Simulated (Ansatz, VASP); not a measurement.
# Two plane-wave programs on Al3Co2Ru

```xyz
6
Lattice="4.1099 0.0000 0.0000 -2.0550 3.5593 0.0000 0.0000 0.0000 5.0461" Properties=species:S:1:pos:R:3 pbc="T T T"
Al    0.0000    2.3729    1.6420
Al    2.0550    1.1864    3.4042
Al    0.0000    0.0000    0.0000
Co    0.0000    2.3729    4.2222
Co    2.0550    1.1864    0.8240
Ru    0.0000    0.0000    2.5231
```

Alike in both runs: functional PBE; k mesh 12 × 12 × 8; occupations gaussian, width 0.1 eV; no spin polarisation.

Ansatz relaxed the structure, and its values are those at the end. VASP's run is a single point on that final structure, the one shown.

|  | VASP | Ansatz |
| --- | --- | --- |
| version | VASP 6.6.1 | Ansatz 0.2.0 |
| potentials or method | VASP PAW PBE potentials, release 64 (Al, Co, Ru_pv), cutoff 520 eV | scalar-relativistic, plane waves, PAW |
| valence electrons in the cell | 41 | 59 |

|  | VASP | Ansatz | Ansatz less VASP |
| --- | --- | --- | --- |
| gap on the k mesh at the Fermi level (eV) | none | none | - |
| pressure (GPa) | 0.4 | 0.0 | -0.41 |

A gap of «none» marks a metal or a gap that the smearing closes. VASP's potentials hold 41 valence electrons a cell and Ansatz's 59, so a difference there can come from the potentials and not from the codes.
